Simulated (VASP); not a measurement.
# In (Pm-3m) in VASP: single point with LDA

Aim: the single point of In with LDA.

All numbers are computed with VASP 6.6.1; they aren't measurements. Logs are shortened: lines on timing, memory, paths and dates and some standing lists are left out, and cuts for length are marked.

## Step 1: The cell of the first run

The structure is cubic, space group Pm-3m (No. 221). Conventional cell: a = 2.976 Å, b = 2.976 Å, c = 2.976 Å, α = 90.00°, β = 90.00°, γ = 90.00°. In (site symmetry m-3m) has 6 In at 2.98 Å within 3.9 Å.

## Step 2: Single point, LDA

File INCAR:

```
SYSTEM = In
PREC = Accurate
ENCUT = 520
EDIFF = 1E-6
ISMEAR = -1
SIGMA = 0.13605693000000002
LREAL = .FALSE.
LASPH = .TRUE.
NELM = 60
ALGO = Normal
ISIF = 2
LWAVE = .FALSE.
LCHARG = .TRUE.
GGA = CA
LELF = .TRUE.
LVHAR = .TRUE.
NBANDS = 12
```

File KPOINTS:

```
regular mesh
0
G
  11 11 11
  0 0 0
```

File POSCAR:

```
In
1.0
    2.9755042339      0.0000000000      0.0000000000
    0.0000000000      2.9755042339      0.0000000000
    0.0000000000      0.0000000000      2.9755042339
In
1
Direct
    0.0000000000      0.0000000000      0.0000000000
```

Potentials or basis: VASP PAW LDA potentials, release 64 (In_d).

Command:

```console
$ cat potpaw_LDA.64/In_d/POTCAR > POTCAR
$ mpirun -np 1 vasp_std > vasp.out
```

OUTCAR:

```text
SYSTEM = In
   PREC = Accurate
   ENCUT = 520
   EDIFF = 1E-6
   ISMEAR = -1
   LREAL = .FALSE.
   LASPH = .TRUE.
   NELM = 60
   ISIF = 2
   GGA = CA

 ion  position               nearest neighbor table
   1  0.000  0.000  0.000-

  LATTYP: Found a simple cubic cell.
 ALAT       =     2.9755042339

  Lattice vectors:

 A1 = (   2.9755042339,   0.0000000000,   0.0000000000)
 A2 = (   0.0000000000,   2.9755042339,   0.0000000000)
 A3 = (   0.0000000000,   0.0000000000,   2.9755042339)

Analysis of symmetry for initial positions (statically):
=====================================================================
 Subroutine PRICEL returns:
 Original cell was already a primitive cell.

 Routine SETGRP: Setting up the symmetry group for a
 simple cubic supercell.

 Subroutine GETGRP returns: Found 48 space group operations
 (whereof 48 operations were pure point group operations)
 out of a pool of 48 trial point group operations.

The static configuration has the point symmetry O_h .

Analysis of symmetry for dynamics (positions and initial velocities):
=====================================================================
 Subroutine PRICEL returns:
 Original cell was already a primitive cell.

 Routine SETGRP: Setting up the symmetry group for a
 simple cubic supercell.

 Subroutine GETGRP returns: Found 48 space group operations
 (whereof 48 operations were pure point group operations)
 out of a pool of 48 trial point group operations.

The dynamic configuration has the point symmetry O_h .

 Subroutine INISYM returns: Found 48 space group operations
 (whereof 48 operations are pure point group operations),
 and found     1 'primitive' translations

----------------------------------------------------------------------------------------

                                     Primitive cell

  volume of cell :      26.3440

  direct lattice vectors                    reciprocal lattice vectors
     2.975504234  0.000000000  0.000000000     0.336077492  0.000000000  0.000000000
     0.000000000  2.975504234  0.000000000     0.000000000  0.336077492  0.000000000
     0.000000000  0.000000000  2.975504234     0.000000000  0.000000000  0.336077492

  length of vectors
     2.975504234  2.975504234  2.975504234     0.336077492  0.336077492  0.336077492

  position of ions in fractional coordinates (direct lattice)
     0.000000000  0.000000000  0.000000000

  ion indices of the primitive-cell ions
   primitive index   ion index
                 1           1

----------------------------------------------------------------------------------------

 KPOINTS: regular mesh

Automatic generation of k-mesh.
 Grid dimensions read from file:
 generate k-points for:   11   11   11

 Generating k-lattice:

  Cartesian coordinates                     Fractional coordinates (reciprocal lattice)
     0.030552499  0.000000000  0.000000000     0.090909091  0.000000000  0.000000000
     0.000000000  0.030552499  0.000000000     0.000000000  0.090909091  0.000000000
     0.000000000  0.000000000  0.030552499     0.000000000  0.000000000  0.090909091

  Length of vectors
     0.030552499  0.030552499  0.030552499

  Shift w.r.t. Gamma in fractional coordinates (k-lattice)
     0.000000000  0.000000000  0.000000000

 Subroutine IBZKPT returns following result:
 ===========================================

 Found     56 irreducible k-points:

 Following reciprocal coordinates:
            Coordinates               Weight
  0.000000  0.000000  0.000000      1.000000
  0.090909  0.000000  0.000000      6.000000
  0.181818  0.000000  0.000000      6.000000
  0.272727  0.000000  0.000000      6.000000
  0.363636  0.000000  0.000000      6.000000
  0.454545  0.000000  0.000000      6.000000
[... 16 lines left out ...]
  0.181818  0.090909  0.090909     24.000000
  0.272727  0.090909  0.090909     24.000000
 [... further k-points ...]
   k-points           NKPTS =     56   k-points in BZ     NKDIM =     56   number of bands    NBANDS=     12
   number of dos      NEDOS =    301   number of ions     NIONS =      1
   total plane-waves  NPLWV =  13824
   dimension x,y,z NGX =    24 NGY =   24 NGZ =   24
   dimension x,y,z NGXF=    48 NGYF=   48 NGZF=   48
   ions per type =               1
   NGX,Y,Z   is equivalent  to a cutoff of  13.41, 13.41, 13.41 a.u.
   NGXF,Y,Z  is equivalent  to a cutoff of  26.82, 26.82, 26.82 a.u.
 SYSTEM =  In
   PREC   = accura    normal or accurate (medium, high low for compatibility)
   ISTART =      0    job   : 0-new  1-cont  2-samecut
   ICHARG =      2    charge: 1-file 2-atom 10-const
   ISPIN  =      1    spin polarized calculation?
   LNONCOLLINEAR =      F non collinear calculations
   LSORBIT =      F    spin-orbit coupling
   LASPH  =      T    aspherical Exc in radial PAW
   ENCUT  =  520.0 eV  38.22 Ry    6.18 a.u.   5.53  5.53  5.53*2*pi/ulx,y,z
   NELM   =     60;   NELMIN=  2; NELMDL= -5     # of ELM steps
   EDIFF  = 0.1E-05   stopping-criterion for ELM
   LREAL  =      F    real-space projection
   EDIFFG = 0.1E-04   stopping-criterion for IOM
   NSW    =      0    number of steps for IOM
   IBRION =     -1    ionic relax: 0-MD 1-quasi-New 2-CG
   NFREE  =      0    steps in history (QN), initial steepest desc. (CG)
   ISIF   =      2    stress and relaxation
   ISYM   =      2    0-nonsym 1-usesym 2-fastsym
   POTIM  = 0.5000    time-step for ionic-motion
   TEBEG  =    0.0;   TEEND  =   0.0 temperature during run
   PSTRESS=    0.0 pullay stress
   NELECT =      13.0000    total number of electrons
   NUPDOWN=      -1.0000    fix difference up-down
   EMIN   =  10.00;   EMAX   =-10.00  energy-range for DOS
   EFERMI =   0.00;   METHOD = LEGACY
   ISMEAR =    -1;   SIGMA  =   0.14  broadening in eV -4-tet -1-fermi 0-gaus
   EFERMI_NEDOS =   21; number of points for ismear=-14 and -15
   IALGO  =     38    algorithm
   IMIX   =      4    mixing-type and parameters
     AMIX     =   0.40;   BMIX     =  1.00
     AMIX_MAG =   1.60;   BMIX_MAG =  1.00
  volume/ion in A,a.u.               =      26.34       177.78
  Fermi-wavevector in a.u.,A,eV,Ry     =   1.293685  2.444711 22.771012  1.673622
  Thomas-Fermi vector in A             =   2.425316
   LORBIT       =      0    0 simple, 1 ext, 2 COOP (PROOUT), +10 PAW based schemes
   GGA     = CA    functional components
   LHFCALC =     F    Hartree Fock is set to
   AEXX    =    0.0000 exact exchange contribution
   IVDW    =     0    specifies the selected vdW correction
   LEPSILON=     F    determine dielectric tensor
   LRPA    =     F    only Hartree local field effects (RPA)
 non-spin polarized calculation
  energy-cutoff  :      520.00
  volume of cell :       26.34
 maximum number of plane-waves:       739
 NGX is ok and might be reduce to    24
   NGX = 11   NGY = 11   NGZ = 11

 number of electron      13.0000005 magnetization

 Free energy of the ion-electron system (eV)
  ---------------------------------------------------
  ext. energy  EPLUGINS =         0.00000000
  ---------------------------------------------------
  free energy    TOTEN  =        -3.15587230 eV

  energy without entropy =       -3.12199634  energy(sigma->0) =       -3.13893432

 E-fermi :   6.9365     XC(G=0): -10.4107

 val. band max:        6.8962411174   @ k =   0.3636   0.2727   0.0909
 cond. band min:       6.9513587671   @ k =   0.4545   0.4545   0.1818
 fundamental gap:      0.0551176497
 Fermi energy:         6.9364950660

 k-point     1 :       0.0000    0.0000    0.0000
  band No.  band energies     occupation
      1      -8.0901      2.00000
      2      -8.0901      2.00000
      3      -7.2100      2.00000
      4      -7.2100      2.00000
      5      -7.2100      2.00000
      6      -2.5804      2.00000
      7      14.5661      0.00000
      8      14.5661      0.00000
      9      14.5661      0.00000
     10      18.0411      0.00000
     11      18.0411      0.00000
     12      19.3462      0.00000

 k-point     2 :       0.0909    0.0000    0.0000
  band No.  band energies     occupation
      1      -8.0854      2.00000
      2      -8.0420      2.00000
      3      -7.2298      2.00000
      4      -7.2298      2.00000
      5      -7.2083      2.00000
      6      -2.4318      2.00000
      7      12.8912      0.00000
      8      14.7409      0.00000
      9      14.7409      0.00000
     10      18.1185      0.00000
     11      18.7684      0.00000
     12      20.5564      0.00000

 k-point     3 :       0.1818    0.0000    0.0000
  band No.  band energies     occupation
      1      -8.0729      2.00000
      2      -7.9146      2.00000
      3      -7.2825      2.00000
      4      -7.2825      2.00000
      5      -7.2038      2.00000
      6      -1.9800      2.00000
      7      10.3031      0.00000
      8      15.2484      0.00000
      9      15.2484      0.00000
     10      18.3524      0.00000
     11      19.0963      0.00000
     12      23.5874      0.00000
[... 286 lines left out ...]
 k-point    23 :       0.1818    0.0909    0.0909
  band No.  band energies     occupation
      1      -7.9980      2.00000
      2      -7.8786      2.00000
      3      -7.3073      2.00000
      4      -7.3017      2.00000
      5      -7.2437      2.00000
      6      -1.6839      2.00000
      7      10.5908      0.00000
      8      13.5463      0.00000
      9      13.8338      0.00000
     10      20.3521      0.00000
     11      20.9522      0.00000
     12      23.5358      0.00000

 k-point    24 :       0.2727    0.0909    0.0909
  band No.  band energies     occupation
      1      -7.9820      2.00000
      2      -7.7092      2.00000
      3      -7.3798      2.00000
      4      -7.3722      2.00000
      5      -7.2372      2.00000
      6      -0.9215      2.00000
      7       8.0836      0.00044
      8      14.2774      0.00000
      9      14.5691      0.00000
     10      20.5496      0.00000
     11      20.9517      0.00000
     12      22.8171      0.00000

 [... further k-points ...]
[... 5 lines left out ...]
  --------------------------------------------------------------------------------------
  -------------------------------------------------------------------------------------
  Total       -0.0050899     -0.0050899     -0.0050899     -0.0000000     -0.0000000      0.0000000
  in kB       -0.3095524     -0.3095524     -0.3095524     -0.0000000     -0.0000000      0.0000000
  external PRESSURE =      -0.3095524 kB  Pullay stress =       0.0000000 kB

 VOLUME and BASIS-vectors are now :
 -----------------------------------------------------------------------------
  energy-cutoff  :      520.00
  volume of cell :       26.34
      direct lattice vectors                 reciprocal lattice vectors
     2.975504234  0.000000000  0.000000000     0.336077492  0.000000000  0.000000000
     0.000000000  2.975504234  0.000000000     0.000000000  0.336077492  0.000000000
     0.000000000  0.000000000  2.975504234     0.000000000  0.000000000  0.336077492

 POSITION                                       TOTAL-FORCE (eV/Angst)
 -----------------------------------------------------------------------------------
      0.00000      0.00000      0.00000         0.000000      0.000000      0.000000
 -----------------------------------------------------------------------------------
    total drift:                                0.000000      0.000000      0.000000

  FREE ENERGIE OF THE ION-ELECTRON SYSTEM (eV)
  ---------------------------------------------------
  free  energy   TOTEN  =        -3.1558722979 eV

  energy  without entropy=       -3.1219963384  energy(sigma->0) =       -3.13893432
```

It took 6.4 s on 1 thread of Intel Xeon 6975P-C (Granite Rapids), shared host; peak memory 0.13 GiB.

What came out:

* Free energy: -3.1559 eV
* Pressure: 0.0 GPa

Caveat: spin-orbit coupling is left out, which moves the levels of the heavy elements.
